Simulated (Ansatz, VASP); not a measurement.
One calculation of Ir, two programs

```
Ir
1.0
     0.00000    1.95978    1.95978
     1.95978    0.00000    1.95978
     1.95978    1.95978    0.00000
Ir
1
Cartesian
  0.0000 0.0000 0.0000
```

Alike in both runs: task single point; functional r2SCAN; k mesh 18 × 18 × 18; occupations gaussian, width 0.1 eV; no spin polarisation.

```csv
,VASP,Ansatz
version,VASP 6.6.1,Ansatz 0.2.0
potentials or method,"VASP PAW PBE potentials, release 64 (Ir), cutoff 520 eV","scalar-relativistic, plane waves, PAW"
valence electrons in the cell,9,17
```

Ansatz gave:

* gap on the k mesh at the Fermi level (eV): none
* pressure (GPa): -19.0

Question: Estimate VASP's values.

Answer: gap on the k mesh at the Fermi level (eV): none; pressure (GPa): -17.1.

VASP's potentials were made for PBE, not for r2SCAN. A gap of «none» marks a metal or a gap that the smearing closes. VASP's potentials hold 9 valence electrons a cell and Ansatz's 17, so a difference there can come from the potentials and not from the codes.

Neither program's run includes spin-orbit coupling.
